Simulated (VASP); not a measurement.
Runs of VASP 6.6.1 on Si. The structure is that of space group I4_1/amd (No. 141), or close to it. The cells are those of the table. The cell was generated, and may not be a known phase.

| task | cell | k mesh | cutoff (eV) | gap on the mesh (eV) | pressure (GPa) | relaxed volume (Å³/atom) |
| --- | --- | --- | --- | --- | --- | --- |
| single point | a = 5.335 Å, angles 99.5, 99.5, 132.0°, 6 atoms | 10 × 10 × 10 | 520 | none | 0.0 | - |
| single point | a = 4.636 Å, angles 101.1, 101.1, 127.8°, 6 atoms | 6 × 6 × 6 | 520 | none | 75.9 | - |
| relaxation of cell and atoms | relaxed from a = 5.333 Å, angles 99.6, 99.6, 131.8°, 6 atoms | 10 × 10 × 10 | 600 | none | 0.0 | 17.18 |
| single point | a = 5.333 Å, angles 99.6, 99.6, 131.8°, 6 atoms | 6 × 6 × 6 | 520 | none | 0.0 | - |
| relaxation of cell and atoms | relaxed from a = 4.636 Å, angles 101.1, 101.1, 127.8°, 6 atoms | 6 × 6 × 6 | 600 | none | -0.3 | (a) |

Alike in all rows: level PBE; potentials or basis VASP PAW PBE potentials, release 64 (Si); no spin polarisation; smearing gaussian 0.1 eV.

Q: Fill in the values left out.

A: (a) 17.25.

Caveats: the stress differs along the axes, from 74 to 79 GPa (at least some runs); the volume moved by over 15 % at a fixed basis, so the end points are rough (at least some runs).

A gap of «none» marks levels without a gap at the run's occupations.
